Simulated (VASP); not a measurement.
A run of VASP 6.6.1 is set up as follows.

File INCAR:

```
ALGO = Normal
EDIFF = 1E-6
ENCUT = 520
GGA = PS
ISIF = 2
ISMEAR = -1
LASPH = T
LCHARG = F
LREAL = F
LWAVE = F
NBANDS = 35
NELM = 60
PREC = Accurate
SIGMA = 0.1
```

File KPOINTS:

```
k-points
0
Gamma
  8 8 8
```

File POSCAR:

```
ZnGe3
1.0
    4.2223630000      0.0000000000      0.0000000000
    0.0000000000      4.2223630000      0.0000000000
    0.0000000000      0.0000000000      4.2505120867
Zn Ge
1 3
Direct
    0.0000000000      0.0000000000      0.0000000000
    0.0000000000      0.5000000000      0.5000000000
    0.5000000000      0.0000000000      0.5000000000
    0.5000000000      0.5000000000      0.0000000000
```

Potentials or basis: VASP PAW PBE potentials, release 64 (Zn, Ge_d).

Launch:

```sh
$ cat potpaw_PBE.64/Zn/POTCAR potpaw_PBE.64/Ge_d/POTCAR > POTCAR
$ mpirun -np 1 vasp_std > vasp.out
```

Estimate the pressure.

-4.2 GPa.

Estimate the band gap on the k mesh.

zero (bands 27 and 28 overlap by 4.23 eV).

Stress tensor (GPa, compression positive):
```
-4.31  0.00  0.00
 0.00 -4.31  0.00
 0.00  0.00 -3.95
```

Caveat: the cell stands under tension; the PAW data sets were made with another functional, which shifts forces and pressure a little.
